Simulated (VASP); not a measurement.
# Ba3H8: single point with PBE

The system is Ba3H8.

```xyz
11
Lattice="0.0000 4.4083 4.4083 4.4083 0.0000 4.4083 4.4083 4.4083 0.0000" Properties=species:S:1:pos:R:3 pbc="T T T"
Ba    2.2042    2.2042    2.2042
Ba    6.6125    6.6125    6.6125
Ba    0.0000    0.0000    0.0000
H     3.5129    3.5129    3.5129
H     5.3038    5.3038    3.5129
H     5.3038    3.5129    5.3038
H     3.5129    5.3038    5.3038
H     3.5129    3.5129    5.3038
H     5.3038    5.3038    5.3038
H     3.5129    5.3038    3.5129
H     5.3038    3.5129    3.5129
```

The cell was built from a structure type or drawn by symmetry, and may not be a known phase.

```yaml
Program: VASP 6.6.1
Task: single point
Functional: PBE
Potentials_or_basis: VASP PAW PBE potentials, release 64 (Ba_sv, H)
Cutoff: 500 eV
k_mesh: 4 × 4 × 4
Occupations: gaussian, width 0.1 eV
Spin: no spin polarisation
```

The pressure is 3.4 GPa, the largest force is 0.621 eV/Å and the band gap on the k mesh is zero (bands 19 and 20 overlap by 0.24 eV).

Forces in eV/Å, atoms in the order of the input:
```
Ba   0.000  0.000  0.000
Ba   0.000  0.000  0.000
Ba   0.000  0.000  0.000
H    0.358  0.358  0.358
H   -0.358 -0.358  0.358
H   -0.358  0.358 -0.358
H    0.358 -0.358 -0.358
H    0.358  0.358 -0.358
H   -0.358 -0.358 -0.358
H    0.358 -0.358  0.358
H   -0.358  0.358  0.358
```

Levels at points of the mesh, in eV from the Fermi level:
```csv
k point,band 16,band 17,band 18,band 19,band 20,band 21,band 22,band 23
"(0.00, 0.00, 0.00)",-3.20,-0.47,-0.47,0.19,0.19,0.19,0.79,1.12
"(0.50, 0.00, 0.00)",-3.13,-0.72,-0.22,-0.22,0.08,0.58,0.58,1.54
"(0.50, 0.50, 0.00)",-2.75,-1.63,-0.58,-0.58,-0.01,1.14,1.22,1.55
```

Wall time 41 s on 1 thread of Intel(R) Xeon(R) 6975P-C (Granite Rapids), on a shared host, peak memory 0.3 GiB.

Caveat: the cell stands under pressure; spin-orbit coupling is left out, which moves the levels of the heavy elements.
